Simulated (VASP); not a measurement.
Write the native input for VASP 6.6.1 that does the following.

| Quantity | Value |
| --- | --- |
| Task | single point |
| Functional | PBEsol |
| Potentials or basis | VASP PAW PBE potentials, release 64 (Ge_d, Sb, Te) |
| Cutoff | 520 eV |
| k mesh | 12 × 12 × 2 |
| Occupations | gaussian, width 0.1 eV |
| Spin | no spin polarisation |
| Dipole correction | no |
| Further INCAR settings | ALGO = Normal; EDIFF = 1e-06; NBANDS = 44 |

The structure of Ge2Sb2Te5 lies in POSCAR:

```
Ge2Sb2Te5
1.0
    4.1689785169      0.0000000000      0.0000000000
   -2.0844892584      3.6104413035      0.0000000000
    0.0000000000      0.0000000000     16.8546666929
Ge Sb Te
2 2 5
Direct
    0.0000000000      0.0000000000      0.3393357084
    0.0000000000      0.0000000000      0.6606642916
    0.3333333333      0.6666666667      0.1178698466
    0.6666666667      0.3333333333      0.8821301534
    0.0000000000      0.0000000000      0.0000000000
    0.3333333333      0.6666666667      0.7779356355
    0.6666666667      0.3333333333      0.2220643645
    0.3333333333      0.6666666667      0.4233383164
    0.6666666667      0.3333333333      0.5766616836
```

This cell differs from its parent crystal: volume scaled by 0.97, then relaxed in part.

One way to write it, as run:

INCAR

```
PREC = Accurate
ENCUT = 520
EDIFF = 1E-6
ISMEAR = 0
SIGMA = 0.1
LREAL = F
LASPH = T
NELM = 100
ALGO = Normal
ISIF = 2
LWAVE = F
LCHARG = F
GGA = PS
NBANDS = 44
```

KPOINTS

```
Automatic mesh
0
Gamma
  12 12 2
```

Potentials or basis: VASP PAW PBE potentials, release 64 (Ge_d, Sb, Te).

Run with:

```bash
$ cat potpaw_PBE.64/Ge_d/POTCAR potpaw_PBE.64/Sb/POTCAR potpaw_PBE.64/Te/POTCAR > POTCAR
$ mpirun -np 1 vasp_std > vasp.out
```

Results of the run:

```
Pressure               : 1.4 GPa
Largest force          : 0.027 eV/Å
Band gap on the k mesh : zero (band 34 reaches 7.17 eV, above the bottom of band 35 at 7.09 eV)
```

Caveat: the PAW data sets were made with another functional, which shifts forces and pressure a little; spin-orbit coupling is left out, which moves the levels of the heavy elements.

Wall time 10 min on 1 thread of Intel(R) Xeon(R) Platinum 8259CL CPU @ 2.50GHz (Skylake/Cascade Lake) (shared host), peak memory 0.59 GiB.
